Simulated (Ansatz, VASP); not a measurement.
# TiB2: VASP beside Ansatz

```
Ti B
1.0
     3.01730    0.00000    0.00000
    -1.50865    2.61306    0.00000
     0.00000    0.00000    3.18541
Ti B
1 2
Direct
  0.00000 0.00000 0.00000
  0.33333 0.66667 0.50000
  0.66667 0.33333 0.50000
```

Alike in both runs: functional PBEsol; k mesh 16 × 16 × 14; occupations fermi-dirac, width 0.05 eV; no spin polarisation.

Ansatz relaxed the structure, and its values are those at the end. VASP's run is a single point on that final structure, the one shown.

|  | VASP | Ansatz |
| --- | --- | --- |
| version | VASP 6.6.1 | Ansatz 0.2.0 |
| potentials or method | VASP PAW PBE potentials, release 64 (Ti_sv, B) | PAW with Ansatz's default frozen-core files, scalar-relativistic |
| plane-wave cutoff (eV) | 520 | 420 |
| valence electrons in the cell | 18 | 18 |

|  | VASP | Ansatz | Ansatz less VASP |
| --- | --- | --- | --- |
| pressure (GPa) | 0.4 | 0.0 | -0.41 |

VASP's potentials were made for PBE, not for PBEsol.
